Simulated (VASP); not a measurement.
# InP in VASP: notebook

The runs below take InP through relaxation of the atoms, single point, with PBE.

Everything below comes from runs of VASP 6.6.1. Logs are shortened: lines on timing, memory, paths and dates and some standing lists are left out, and cuts for length are marked.

## 1. The cell of the first run

It takes space group I-4m2 (No. 119, tetragonal). Conventional cell: a = 4.150 Å, b = 4.150 Å, c = 6.045 Å, α = 90.00°, β = 90.00°, γ = 90.00°. Within 3.4 Å of In (site symmetry -4m2) lie 4 P at 2.57 Å. Within 3.4 Å of P (site symmetry -4m2) lie 4 In at 2.57 Å.

## 2. Relaxation of the atoms, PBE (z stretched by +3 %)

Contents of INCAR:

```
PREC = Accurate ; ENCUT = 520
EDIFF = 1E-6 ; ISMEAR = -1
SIGMA = 0.02 ; LREAL = False
LASPH = True ; NELM = 80
ALGO = Normal ; ISIF = 2
LWAVE = False ; LCHARG = False
GGA = PE ; IBRION = 2
NSW = 80 ; EDIFFG = -0.02
```

Contents of KPOINTS:

```
regular mesh
0
Gamma
  13 13 13
```

Contents of POSCAR:

```
InP
1.0
    0.0000000000      2.9343500000      3.0223805000
    2.9343500000      0.0000000000      3.0223805000
    2.9343500000      2.9343500000      0.0000000000
In P
1 1
Direct
    0.0000000000      0.0000000000      0.0000000000
    0.2500000000      0.2500000000      0.2500000000
```

Potentials or basis: VASP PAW PBE potentials, release 64 (In_d, P).

The run is started by

```sh
$ cat potpaw_PBE.64/In_d/POTCAR potpaw_PBE.64/P/POTCAR > POTCAR
$ mpirun -np 1 vasp_std > vasp.out
```

OUTCAR:

```text
PREC = Accurate
   ENCUT = 520
   EDIFF = 1E-6
   ISMEAR = -1
   LREAL = False
   LASPH = True
   NELM = 80
   ISIF = 2
   GGA = PE
   IBRION = 2
   NSW = 80
   EDIFFG = -0.02

 ion  position               nearest neighbor table
   1  0.000  0.000  0.000-   2 2.57   2 2.57   2 2.57   2 2.57
   2  0.250  0.250  0.250-   1 2.57   1 2.57   1 2.57   1 2.57

  LATTYP: Found a body centered tetragonal cell.
 ALAT       =     4.1497975667
 C/A-ratio  =     1.4566399692

  Lattice vectors:

 A1 = (  -2.9343500000,   0.0000000000,   3.0223805000)
 A2 = (   2.9343500000,   0.0000000000,   3.0223805000)
 A3 = (   0.0000000000,   2.9343500000,  -3.0223805000)

Analysis of symmetry for initial positions (statically):
=====================================================================
 Subroutine PRICEL returns:
 Original cell was already a primitive cell.

 Routine SETGRP: Setting up the symmetry group for a
 body centered tetragonal supercell.

 Subroutine GETGRP returns: Found  8 space group operations
 (whereof  8 operations were pure point group operations)
 out of a pool of 16 trial point group operations.

The static configuration has the point symmetry D_2d.

Analysis of symmetry for dynamics (positions and initial velocities):
=====================================================================
 Subroutine PRICEL returns:
 Original cell was already a primitive cell.

 Routine SETGRP: Setting up the symmetry group for a
 body centered tetragonal supercell.

 Subroutine GETGRP returns: Found  8 space group operations
 (whereof  8 operations were pure point group operations)
 out of a pool of 16 trial point group operations.

The dynamic configuration has the point symmetry D_2d.

 Subroutine INISYM returns: Found  8 space group operations
 (whereof  8 operations are pure point group operations),
 and found     1 'primitive' translations

----------------------------------------------------------------------------------------

                                     Primitive cell

  volume of cell :      52.0479

  direct lattice vectors                    reciprocal lattice vectors
     0.000000000  2.934350000  3.022380500    -0.170395488  0.170395488  0.165432513
     2.934350000  0.000000000  3.022380500     0.170395488 -0.170395488  0.165432513
     2.934350000  2.934350000  0.000000000     0.170395488  0.170395488 -0.165432513

  length of vectors
     4.212504458  4.212504458  4.149797567     0.292296358  0.292296358  0.292296358

  position of ions in fractional coordinates (direct lattice)
     0.000000000  0.000000000  0.000000000
     0.250000000  0.250000000  0.250000000

  ion indices of the primitive-cell ions
   primitive index   ion index
                 1           1
                 2           2

----------------------------------------------------------------------------------------

 KPOINTS: regular mesh

Automatic generation of k-mesh.
 Grid dimensions read from file:
 generate k-points for:   13   13   13

 Generating k-lattice:

  Cartesian coordinates                     Fractional coordinates (reciprocal lattice)
    -0.013107345  0.013107345  0.012725578     0.076923077 -0.000000000  0.000000000
     0.013107345 -0.013107345  0.012725578    -0.000000000  0.076923077  0.000000000
     0.013107345  0.013107345 -0.012725578     0.000000000  0.000000000  0.076923077

  Length of vectors
     0.022484335  0.022484335  0.022484335

  Shift w.r.t. Gamma in fractional coordinates (k-lattice)
     0.000000000  0.000000000  0.000000000

 Subroutine IBZKPT returns following result:
 ===========================================

 Found    196 irreducible k-points:

 Following reciprocal coordinates:
            Coordinates               Weight
  0.000000  0.000000  0.000000      1.000000
  0.076923  0.000000  0.000000      8.000000
  0.153846  0.000000  0.000000      8.000000
  0.230769  0.000000  0.000000      8.000000
  0.307692  0.000000  0.000000      8.000000
  0.384615  0.000000  0.000000      8.000000
[... 16 lines left out ...]
  0.384615  0.153846  0.000000      8.000000
  0.461538  0.153846  0.000000      8.000000
 [... further k-points ...]
   k-points           NKPTS =    196   k-points in BZ     NKDIM =    196   number of bands    NBANDS=     13
   number of dos      NEDOS =    301   number of ions     NIONS =      2
   total plane-waves  NPLWV =  32768
   dimension x,y,z NGX =    32 NGY =   32 NGZ =   32
   dimension x,y,z NGXF=    64 NGYF=   64 NGZF=   64
   ions per type =               1   1
   NGX,Y,Z   is equivalent  to a cutoff of  12.63, 12.63, 12.82 a.u.
   NGXF,Y,Z  is equivalent  to a cutoff of  25.26, 25.26, 25.64 a.u.
 SYSTEM =  unknown system
   PREC   = accura    normal or accurate (medium, high low for compatibility)
   ISTART =      0    job   : 0-new  1-cont  2-samecut
   ICHARG =      2    charge: 1-file 2-atom 10-const
   ISPIN  =      1    spin polarized calculation?
   LNONCOLLINEAR =      F non collinear calculations
   LSORBIT =      F    spin-orbit coupling
   LASPH  =      T    aspherical Exc in radial PAW
   ENCUT  =  520.0 eV  38.22 Ry    6.18 a.u.   7.83  7.83  7.72*2*pi/ulx,y,z
   NELM   =     80;   NELMIN=  2; NELMDL= -5     # of ELM steps
   EDIFF  = 0.1E-05   stopping-criterion for ELM
   LREAL  =      F    real-space projection
   EDIFFG = -.2E-01   stopping-criterion for IOM
   NSW    =     80    number of steps for IOM
   IBRION =      2    ionic relax: 0-MD 1-quasi-New 2-CG
   NFREE  =      1    steps in history (QN), initial steepest desc. (CG)
   ISIF   =      2    stress and relaxation
   ISYM   =      2    0-nonsym 1-usesym 2-fastsym
   POTIM  = 0.5000    time-step for ionic-motion
   TEBEG  =    0.0;   TEEND  =   0.0 temperature during run
   PSTRESS=    0.0 pullay stress
   NELECT =      18.0000    total number of electrons
   NUPDOWN=      -1.0000    fix difference up-down
   EMIN   =  10.00;   EMAX   =-10.00  energy-range for DOS
   EFERMI =   0.00;   METHOD = LEGACY
   ISMEAR =    -1;   SIGMA  =   0.02  broadening in eV -4-tet -1-fermi 0-gaus
   EFERMI_NEDOS =   21; number of points for ismear=-14 and -15
   IALGO  =     38    algorithm
   IMIX   =      4    mixing-type and parameters
     AMIX     =   0.40;   BMIX     =  1.00
     AMIX_MAG =   1.60;   BMIX_MAG =  1.00
  volume/ion in A,a.u.               =      26.02       175.62
  Fermi-wavevector in a.u.,A,eV,Ry     =   1.149118  2.171518 17.966119  1.320472
  Thomas-Fermi vector in A             =   2.285790
   LORBIT       =      0    0 simple, 1 ext, 2 COOP (PROOUT), +10 PAW based schemes
   GGA     = PE    functional components
   LHFCALC =     F    Hartree Fock is set to
   AEXX    =    0.0000 exact exchange contribution
   IVDW    =     0    specifies the selected vdW correction
   LEPSILON=     F    determine dielectric tensor
   LRPA    =     F    only Hartree local field effects (RPA)
 conjugate gradient relaxation of ions
 non-spin polarized calculation
  energy-cutoff  :      520.00
  volume of cell :       52.05
 maximum number of plane-waves:      1412
   NGX = 15   NGY = 15   NGZ = 15

 number of electron      18.0000005 magnetization

 Free energy of the ion-electron system (eV)
  ---------------------------------------------------
  ext. energy  EPLUGINS =         0.00000000
  ---------------------------------------------------
  free energy    TOTEN  =        -8.40177632 eV

  energy without entropy =       -8.40177631  energy(sigma->0) =       -8.40177631

 E-fermi :   5.1223     XC(G=0):  -9.1367

 val. band max:        4.8745266441   @ k =   0.0000   0.0000   0.0000
 cond. band min:       5.3524624185   @ k =   0.0000   0.0000   0.0000
 fundamental gap:      0.4779357744
 Fermi energy:         5.1222697582

 k-point     1 :       0.0000    0.0000    0.0000
  band No.  band energies     occupation
      1      -9.3025      2.00000
      2      -9.2894      2.00000
      3      -9.2894      2.00000
      4      -9.1604      2.00000
      5      -9.1562      2.00000
      6      -6.4632      2.00000
      7       4.7324      2.00000
      8       4.8745      1.99999
      9       4.8745      1.99999
     10       5.3525      0.00002
     11       8.9092      0.00000
     12       8.9092      0.00000
     13       8.9572      0.00000

 k-point     2 :       0.0769    0.0000    0.0000
  band No.  band energies     occupation
      1      -9.3042      2.00000
      2      -9.2915      2.00000
      3      -9.2868      2.00000
      4      -9.1606      2.00000
      5      -9.1560      2.00000
      6      -6.3986      2.00000
      7       3.9794      2.00000
      8       4.7082      2.00000
      9       4.8068      2.00000
     10       5.9989      0.00000
     11       8.9179      0.00000
     12       9.0213      0.00000
     13       9.0683      0.00000

 k-point     3 :       0.1538    0.0000    0.0000
  band No.  band energies     occupation
      1      -9.3184      2.00000
      2      -9.2875      2.00000
      3      -9.2800      2.00000
      4      -9.1608      2.00000
      5      -9.1551      2.00000
      6      -6.2094      2.00000
      7       2.8512      2.00000
      8       4.5174      2.00000
      9       4.6357      2.00000
     10       6.4721      0.00000
     11       9.1353      0.00000
     12       9.2959      0.00000
     13       9.3517      0.00000
[... 305 lines left out ...]
 k-point    23 :       0.3846    0.1538    0.0000
  band No.  band energies     occupation
      1      -9.3916      2.00000
      2      -9.2561      2.00000
      3      -9.2456      2.00000
      4      -9.1620      2.00000
      5      -9.1479      2.00000
      6      -5.2366      2.00000
      7       0.3500      2.00000
      8       3.1929      2.00000
      9       3.6537      2.00000
     10       7.4322      0.00000
     11       8.9571      0.00000
     12      10.4951      0.00000
     13      10.6711      0.00000

 k-point    24 :       0.4615    0.1538    0.0000
  band No.  band energies     occupation
      1      -9.4017      2.00000
      2      -9.2555      2.00000
      3      -9.2424      2.00000
      4      -9.1563      2.00000
      5      -9.1482      2.00000
      6      -4.8880      2.00000
      7      -0.3123      2.00000
      8       2.8909      2.00000
      9       3.6329      2.00000
     10       7.3675      0.00000
     11       9.1044      0.00000
     12      10.5587      0.00000
     13      11.2040      0.00000

 [... further k-points ...]
[... 5 lines left out ...]
  --------------------------------------------------------------------------------------
  -------------------------------------------------------------------------------------
  Total        0.4443467      0.4443467      0.0295456      0.0000000      0.0000000      0.0000000
  in kB       13.6782205     13.6782205      0.9094953      0.0000000      0.0000000      0.0000000
  external PRESSURE =       9.4219787 kB  Pullay stress =       0.0000000 kB

 VOLUME and BASIS-vectors are now :
 -----------------------------------------------------------------------------
  energy-cutoff  :      520.00
  volume of cell :       52.05
      direct lattice vectors                 reciprocal lattice vectors
     0.000000000  2.934350000  3.022380500    -0.170395488  0.170395488  0.165432513
     2.934350000  0.000000000  3.022380500     0.170395488 -0.170395488  0.165432513
     2.934350000  2.934350000  0.000000000     0.170395488  0.170395488 -0.165432513

 POSITION                                       TOTAL-FORCE (eV/Angst)
 -----------------------------------------------------------------------------------
      0.00000      0.00000      0.00000         0.000000      0.000000      0.000000
      1.46717      1.46717      1.51119         0.000000      0.000000     -0.000000
 -----------------------------------------------------------------------------------
    total drift:                               -0.000000     -0.000000     -0.000000

  FREE ENERGIE OF THE ION-ELECTRON SYSTEM (eV)
  ---------------------------------------------------
  free  energy   TOTEN  =        -8.4017763170 eV

  energy  without entropy=       -8.4017763122  energy(sigma->0) =       -8.40177631

 reached required accuracy - stopping structural energy minimisation
```

It took 45 s on 1 thread of Intel Xeon Platinum 8488C (Sapphire Rapids), shared host; peak memory 0.28 GiB.

What came out:

```
Free energy             : -8.4018 eV
Pressure after relaxing : 0.9 GPa
Band gap on the k mesh  : 0.48 eV
```

Final structure:
```
CELL_PARAMETERS angstrom
0.00000 2.93435 3.02238
2.93435 0.00000 3.02238
2.93435 2.93435 0.00000
ATOMIC_POSITIONS crystal
In 0.00000 0.00000 0.00000
P 0.25000 0.25000 0.25000
```

Levels at points of the mesh, in eV from the valence-band top:
```csv
k point,band 7,band 8,band 9,band 10,band 11,band 12
"(0.00, 0.00, 0.00)",-0.14,0.00,0.00,0.48,4.03,4.03
```

Caveat: the cell differs from its parent crystal (z stretched by +3 %); the relaxation stopped at its first step, so nothing moved; spin-orbit coupling is left out, which moves the levels of the heavy elements.

[end of part 1 of 2]
